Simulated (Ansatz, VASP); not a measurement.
Two plane-wave programs on Be2C

```
Be C
1.0
     2.16500    2.16500    0.00000
    -2.16500    2.16500    0.00000
     0.00000    2.16500    2.16500
Be C
2 1
Direct
  0.25000 0.75000 0.50000
  0.75000 0.25000 0.50000
  0.00000 0.00000 0.00000
```

Alike in both runs: task relaxation of cell and atoms; functional PBEsol; k mesh 14 × 14 × 14; occupations fermi-dirac, width 0.05 eV; no spin polarisation.

|  | VASP | Ansatz |
| --- | --- | --- |
| version | VASP 6.6.1 | Ansatz 0.2.0 |
| potentials or method | VASP PAW PBE potentials, release 64 (Be, C) | PAW with Ansatz's default frozen-core files, scalar-relativistic |
| plane-wave cutoff (eV) | 600 | 420 |
| valence electrons in the cell | 8 | 8 |

Ansatz gave:

| Property | Result |
| --- | --- |
| relaxed volume (Å³/atom) | 6.68 |
| relaxed cell length with the largest relative difference (Å) | 3.048 |

Question: What did VASP give for the same quantities?

Answer: Relaxed volume (Å³/atom): 6.69; relaxed cell length with the largest relative difference (Å): 3.051.

VASP's potentials were made for PBE, not for PBEsol.
